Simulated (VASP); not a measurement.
# Ti (P6/mmm) in VASP: notebook

Ti is run at these levels: PBEsol; tasks: relaxation of shape and atoms at fixed volume.

All numbers are computed with VASP 6.6.1; they aren't measurements. Logs are shortened: lines on timing, memory, paths and dates and some standing lists are left out, and cuts for length are marked.

### Step 1. The cell of the first run

The structure is hexagonal, space group P6/mmm (No. 191). Conventional cell: a = 4.320 Å, b = 4.320 Å, c = 2.690 Å, α = 90.00°, β = 90.00°, γ = 120.00°. Ti (site symmetry 6/mmm) has 14 Ti at 2.69 to 2.83 Å within 3.5 Å. Within 3.3 Å of Ti (site symmetry -6m2) lie 11 Ti at 2.49 to 2.83 Å.

This isn't the form of Ti at room conditions, which is hcp.

### Step 2. Relaxation of shape and atoms at fixed volume, PBEsol (14.50 Å³/atom)

INCAR

```
SYSTEM = Ti
  ALGO = Fast
  EDIFF = 1E-7
  EDIFFG = -0.01
  ENCUT = 600
  GGA = PS
  IBRION = 2
  ISIF = 4
  ISMEAR = 0
  LASPH = .True.
  LCHARG = .False.
  LREAL = .False.
  LWAVE = .False.
  NELM = 60
  NSW = 50
  PREC = Accurate
  SIGMA = 0.1
```

KPOINTS

```
k-points
0
Gamma
  12 12 14
  0 0 0
```

POSCAR

```
Ti
1.0
    4.3202431995      0.0000000000      0.0000000000
   -2.1601215997      3.7414403613      0.0000000000
    0.0000000000      0.0000000000      2.6902736226
Ti
3
Direct
    0.0000000000      0.0000000000      0.0000000000
    0.3333333333      0.6666666667      0.5000000000
    0.6666666667      0.3333333333      0.5000000000
```

Potentials or basis: VASP PAW PBE potentials, release 64 (Ti_sv).

On the command line:

```console
cat potpaw_PBE.64/Ti_sv/POTCAR > POTCAR
mpirun -np 1 vasp_std > vasp.out
```

OUTCAR:

```text
SYSTEM = Ti
   EDIFF = 1E-7
   EDIFFG = -0.01
   ENCUT = 600
   GGA = PS
   IBRION = 2
   ISIF = 4
   ISMEAR = 0
   LASPH = .True.
   LREAL = .False.
   NELM = 60
   NSW = 50
   PREC = Accurate

 ion  position               nearest neighbor table
   1  0.000  0.000  0.000-   2 2.83   3 2.83   2 2.83   3 2.83   2 2.83   2 2.83   3 2.83   3 2.83
                             3 2.83   3 2.83   2 2.83   2 2.83
   2  0.333  0.667  0.500-   3 2.49   3 2.49   3 2.49   1 2.83   1 2.83   1 2.83   1 2.83   1 2.83
                             1 2.83
   3  0.667  0.333  0.500-   2 2.49   2 2.49   2 2.49   1 2.83   1 2.83   1 2.83   1 2.83   1 2.83
                             1 2.83

  LATTYP: Found a hexagonal cell.
 ALAT       =     4.3202431995
 C/A-ratio  =     0.6227134674

  Lattice vectors:

 A1 = (   4.3202431995,   0.0000000000,   0.0000000000)
 A2 = (  -2.1601215997,   3.7414403613,   0.0000000000)
 A3 = (   0.0000000000,   0.0000000000,   2.6902736226)

Analysis of symmetry for initial positions (statically):
=====================================================================
 Subroutine PRICEL returns:
 Original cell was already a primitive cell.

 Routine SETGRP: Setting up the symmetry group for a
 hexagonal supercell.

 Subroutine GETGRP returns: Found 24 space group operations
 (whereof 24 operations were pure point group operations)
 out of a pool of 24 trial point group operations.

The static configuration has the point symmetry D_6h.

Analysis of symmetry for dynamics (positions and initial velocities):
=====================================================================
 Subroutine PRICEL returns:
 Original cell was already a primitive cell.

 Routine SETGRP: Setting up the symmetry group for a
 hexagonal supercell.

 Subroutine GETGRP returns: Found 24 space group operations
 (whereof 24 operations were pure point group operations)
 out of a pool of 24 trial point group operations.

The dynamic configuration has the point symmetry D_6h.

 Subroutine INISYM returns: Found 24 space group operations
 (whereof 24 operations are pure point group operations),
 and found     1 'primitive' translations

----------------------------------------------------------------------------------------

                                     Primitive cell

  volume of cell :      43.4854

  direct lattice vectors                    reciprocal lattice vectors
     4.320243200  0.000000000  0.000000000     0.231468451  0.133638372  0.000000000
    -2.160121600  3.741440361  0.000000000     0.000000000  0.267276745  0.000000000
     0.000000000  0.000000000  2.690273623     0.000000000  0.000000000  0.371709402

  length of vectors
     4.320243200  4.320243199  2.690273623     0.267276745  0.267276745  0.371709402

  position of ions in fractional coordinates (direct lattice)
     0.000000000  0.000000000  0.000000000
     0.333333333  0.666666667  0.500000000
     0.666666667  0.333333333  0.500000000

  ion indices of the primitive-cell ions
   primitive index   ion index
                 1           1
                 2           2
                 3           3

----------------------------------------------------------------------------------------

 KPOINTS: k-points

Automatic generation of k-mesh.
 Grid dimensions read from file:
 generate k-points for:   12   12   14

 Generating k-lattice:

  Cartesian coordinates                     Fractional coordinates (reciprocal lattice)
     0.019289038  0.011136531  0.000000000     0.083333333 -0.000000000  0.000000000
     0.000000000  0.022273062  0.000000000     0.000000000  0.083333333  0.000000000
     0.000000000  0.000000000  0.026550672     0.000000000  0.000000000  0.071428571

  Length of vectors
     0.022273062  0.022273062  0.026550672

  Shift w.r.t. Gamma in fractional coordinates (k-lattice)
     0.000000000  0.000000000  0.000000000

 Subroutine IBZKPT returns following result:
 ===========================================

 Found    152 irreducible k-points:

 Following reciprocal coordinates:
            Coordinates               Weight
  0.000000  0.000000  0.000000      1.000000
  0.083333  0.000000  0.000000      6.000000
  0.166667  0.000000  0.000000      6.000000
  0.250000  0.000000  0.000000      6.000000
  0.333333  0.000000  0.000000      6.000000
  0.416667  0.000000  0.000000      6.000000
[... 16 lines left out ...]
  0.250000  0.000000  0.071429     12.000000
  0.333333  0.000000  0.071429     12.000000
 [... further k-points ...]
   k-points           NKPTS =    152   k-points in BZ     NKDIM =    152   number of bands    NBANDS=     22
   number of dos      NEDOS =    301   number of ions     NIONS =      3
   total plane-waves  NPLWV =  31104
   dimension x,y,z NGX =    36 NGY =   36 NGZ =   24
   dimension x,y,z NGXF=    72 NGYF=   72 NGZF=   48
   ions per type =               3
   NGX,Y,Z   is equivalent  to a cutoff of  13.85, 13.85, 14.83 a.u.
   NGXF,Y,Z  is equivalent  to a cutoff of  27.71, 27.71, 29.66 a.u.
 SYSTEM =  Ti
   PREC   = accura    normal or accurate (medium, high low for compatibility)
   ISTART =      0    job   : 0-new  1-cont  2-samecut
   ICHARG =      2    charge: 1-file 2-atom 10-const
   ISPIN  =      1    spin polarized calculation?
   LNONCOLLINEAR =      F non collinear calculations
   LSORBIT =      F    spin-orbit coupling
   LASPH  =      T    aspherical Exc in radial PAW
   ENCUT  =  600.0 eV  44.10 Ry    6.64 a.u.   8.63  8.63  5.37*2*pi/ulx,y,z
   NELM   =     60;   NELMIN=  2; NELMDL= -5     # of ELM steps
   EDIFF  = 0.1E-06   stopping-criterion for ELM
   LREAL  =      F    real-space projection
   EDIFFG = -.1E-01   stopping-criterion for IOM
   NSW    =     50    number of steps for IOM
   IBRION =      2    ionic relax: 0-MD 1-quasi-New 2-CG
   NFREE  =      1    steps in history (QN), initial steepest desc. (CG)
   ISIF   =      4    stress and relaxation
   ISYM   =      2    0-nonsym 1-usesym 2-fastsym
   POTIM  = 0.5000    time-step for ionic-motion
   TEBEG  =    0.0;   TEEND  =   0.0 temperature during run
   PSTRESS=    0.0 pullay stress
   NELECT =      36.0000    total number of electrons
   NUPDOWN=      -1.0000    fix difference up-down
   EMIN   =  10.00;   EMAX   =-10.00  energy-range for DOS
   EFERMI =   0.00;   METHOD = LEGACY
   ISMEAR =     0;   SIGMA  =   0.10  broadening in eV -4-tet -1-fermi 0-gaus
   EFERMI_NEDOS =   21; number of points for ismear=-14 and -15
   IALGO  =     68    algorithm
   IMIX   =      4    mixing-type and parameters
     AMIX     =   0.40;   BMIX     =  1.00
     AMIX_MAG =   1.60;   BMIX_MAG =  1.00
  volume/ion in A,a.u.               =      14.50        97.82
  Fermi-wavevector in a.u.,A,eV,Ry     =   1.537191  2.904870 32.149971  2.362956
  Thomas-Fermi vector in A             =   2.643734
   LORBIT       =      0    0 simple, 1 ext, 2 COOP (PROOUT), +10 PAW based schemes
   GGA     = PS    functional components
   LHFCALC =     F    Hartree Fock is set to
   AEXX    =    0.0000 exact exchange contribution
   IVDW    =     0    specifies the selected vdW correction
   LEPSILON=     F    determine dielectric tensor
   LRPA    =     F    only Hartree local field effects (RPA)
 conjugate gradient relaxation of ions
 non-spin polarized calculation
 RMM-DIIS sequential band-by-band and
 Gauss-broadening in eV      SIGMA  =   0.10
  energy-cutoff  :      600.00
  volume of cell :       43.49
 maximum number of plane-waves:      1467
 NGX is ok and might be reduce to    36
   NGX = 17   NGY = 17   NGZ = 11

--------------------------------------- Ionic step        1  -------------------------------------------

 number of electron      36.0000003 magnetization

 Free energy of the ion-electron system (eV)
  ---------------------------------------------------
  ext. energy  EPLUGINS =         0.00000000
  ---------------------------------------------------
  free energy    TOTEN  =       -24.75395330 eV

  energy without entropy =      -24.73977624  energy(sigma->0) =      -24.74686477

------------------------ aborting loop EDIFF was not reached (unconverged)  ----------------------------

  FORCE on cell =-STRESS in cart. coord.  units (eV):
  Direction    XX          YY          ZZ          XY          YZ          ZX
  --------------------------------------------------------------------------------------
  -------------------------------------------------------------------------------------
  Total        4.9762862      4.9762862      5.0685659      0.0000000      0.0000000      0.0000000
  in kB      183.3464295    183.3464295    186.7463853      0.0000000      0.0000000      0.0000000
  external PRESSURE =     184.4797481 kB  Pullay stress =       0.0000000 kB

 VOLUME and BASIS-vectors are now :
 -----------------------------------------------------------------------------
  energy-cutoff  :      600.00
  volume of cell :       43.49
      direct lattice vectors                 reciprocal lattice vectors
     4.320243200  0.000000000  0.000000000     0.231468451  0.133638372  0.000000000
    -2.160121600  3.741440361  0.000000000     0.000000000  0.267276745  0.000000000
     0.000000000  0.000000000  2.690273623     0.000000000  0.000000000  0.371709402

 POSITION                                       TOTAL-FORCE (eV/Angst)
 -----------------------------------------------------------------------------------
      0.00000      0.00000      0.00000        -0.000000      0.000000      0.000000
     -0.00000      2.49429      1.34514         0.000000      0.000000     -0.000000
      2.16012      1.24715      1.34514         0.000000      0.000000      0.000000
 -----------------------------------------------------------------------------------
    total drift:                                0.000000      0.000000     -0.000000

  FREE ENERGIE OF THE ION-ELECTRON SYSTEM (eV)
  ---------------------------------------------------
  free  energy   TOTEN  =       -24.7539533017 eV

  energy  without entropy=      -24.7397762413  energy(sigma->0) =      -24.74686477

--------------------------------------- Ionic step        2  -------------------------------------------

 number of electron      36.0000004 magnetization

 Free energy of the ion-electron system (eV)
  ---------------------------------------------------
  ext. energy  EPLUGINS =         0.00000000
  ---------------------------------------------------
  free energy    TOTEN  =       -24.75417005 eV

  energy without entropy =      -24.74003145  energy(sigma->0) =      -24.74710075

 E-fermi :  10.1391     XC(G=0): -12.5284

 val. band max:       10.1384079628   @ k =   0.3333   0.3333   0.3571
 cond. band min:      10.1398603286   @ k =   0.3333   0.1667   0.0714
 fundamental gap:      0.0014523658
 Fermi energy:        10.1391125172

 k-point     1 :       0.0000    0.0000    0.0000
  band No.  band energies     occupation
      1     -46.2366      2.00000
      2     -45.9541      2.00000
      3     -45.6856      2.00000
      4     -22.7341      2.00000
      5     -22.7341      2.00000
      6     -22.7090      2.00000
[... 14 lines left out ...]
     21      11.6358      0.00000
     22      11.6358      0.00000

 k-point     2 :       0.0833    0.0000    0.0000
  band No.  band energies     occupation
      1     -46.2323      2.00000
      2     -45.9535      2.00000
      3     -45.6909      2.00000
      4     -22.8225      2.00000
      5     -22.8087      2.00000
      6     -22.6182      2.00000
[... 14 lines left out ...]
     21      11.5674      0.00000
     22      11.7242      0.00000
[... 523 lines left out ...]
     21      11.1560      0.00000
     22      11.4815      0.00000

 k-point    24 :       0.3333    0.0000    0.0714
  band No.  band energies     occupation
      1     -46.1825      2.00000
      2     -45.9303      2.00000
      3     -45.7531      2.00000
      4     -23.0365      2.00000
      5     -22.8057      2.00000
      6     -22.3842      2.00000
[... 14 lines left out ...]
     21      10.9861      0.00000
     22      11.4524      0.00000

 [... further k-points ...]

------------------------ aborting loop because EDIFF is reached ----------------------------------------

  FORCE on cell =-STRESS in cart. coord.  units (eV):
  Direction    XX          YY          ZZ          XY          YZ          ZX
  --------------------------------------------------------------------------------------
  -------------------------------------------------------------------------------------
  Total        5.0421522      5.0421522      5.0426233      0.0000000      0.0000000      0.0000000
  in kB      185.7731972    185.7731972    185.7905553      0.0000000      0.0000000      0.0000000
  external PRESSURE =     185.7789832 kB  Pullay stress =       0.0000000 kB

 VOLUME and BASIS-vectors are now :
 -----------------------------------------------------------------------------
  energy-cutoff  :      600.00
  volume of cell :       43.49
      direct lattice vectors                 reciprocal lattice vectors
     4.318107263  0.000000000  0.000000000     0.231582946  0.133704476  0.000000000
    -2.159053631  3.739590586 -0.000000000    -0.000000000  0.267408952 -0.000000000
    -0.000000000  0.000000000  2.692935750    -0.000000000  0.000000000  0.371341945

 POSITION                                       TOTAL-FORCE (eV/Angst)
 -----------------------------------------------------------------------------------
      4.31811      0.00000      0.00000        -0.000000      0.000000     -0.000000
     -0.00000      2.49306      1.34647        -0.000000     -0.000000      0.000000
      2.15905      1.24653      1.34647         0.000000      0.000000     -0.000000
 -----------------------------------------------------------------------------------
    total drift:                                0.000000      0.000000     -0.000000

  FREE ENERGIE OF THE ION-ELECTRON SYSTEM (eV)
  ---------------------------------------------------
  free  energy   TOTEN  =       -24.7541700459 eV

  energy  without entropy=      -24.7400314478  energy(sigma->0) =      -24.74710075

 reached required accuracy - stopping structural energy minimisation
```

Run time: 9 min. Hardware: 1 thread of Intel Xeon Platinum 8488C (Sapphire Rapids), shared host; peak memory 0.28 GiB.

What came out:

```yaml
Free_energy: -24.7542 eV
Energy_gained_by_relaxing: 0.1 meV/atom
Ionic_steps: 2
Pressure_after_relaxing: 18.6 GPa
Band_gap_on_the_k_mesh: zero (bands 18 and 19 overlap by 0.49 eV)
```

Step by step:
```tsv
step	energy change (eV)	largest force (eV/Å)	pressure (GPa)	volume (Å³)
1	0.0000	0.0000	18.45	43.49
2	-0.0002	0.0000	18.58	43.49
```

Final structure:
```cif
data_structure
_symmetry_space_group_name_H-M 'P 1'
_symmetry_Int_Tables_number 1
_cell_length_a 4.3181
_cell_length_b 4.3181
_cell_length_c 2.6929
_cell_angle_alpha 90.000
_cell_angle_beta 90.000
_cell_angle_gamma 120.000
_cell_volume 43.49
loop_
_atom_site_label
_atom_site_type_symbol
_atom_site_fract_x
_atom_site_fract_y
_atom_site_fract_z
_atom_site_occupancy
Ti1 Ti 0.00000 0.00000 0.00000 1
Ti2 Ti 0.33333 0.66667 0.50000 1
Ti3 Ti 0.66667 0.33333 0.50000 1
```

Levels at points of the mesh, in eV from the Fermi level:
| k point | band 16 | band 17 | band 18 | band 19 | band 20 | band 21 |
| --- | --- | --- | --- | --- | --- | --- |
| (0.00, 0.00, 0.00) | -0.72 | -0.62 | -0.62 | 0.03 | 0.81 | 1.50 |
| (0.50, 0.00, 0.00) | -0.61 | -0.58 | -0.47 | -0.01 | 0.67 | 1.07 |
| (0.00, 0.00, 0.50) | -2.04 | -2.04 | -1.68 | 1.21 | 1.21 | 1.52 |
| (0.50, 0.00, 0.50) | -1.54 | -0.82 | -0.70 | 0.30 | 0.92 | 1.31 |

Caveat: the PAW data sets were made with another functional, which shifts forces and pressure a little.

(Part 1 of 2 ends here.)
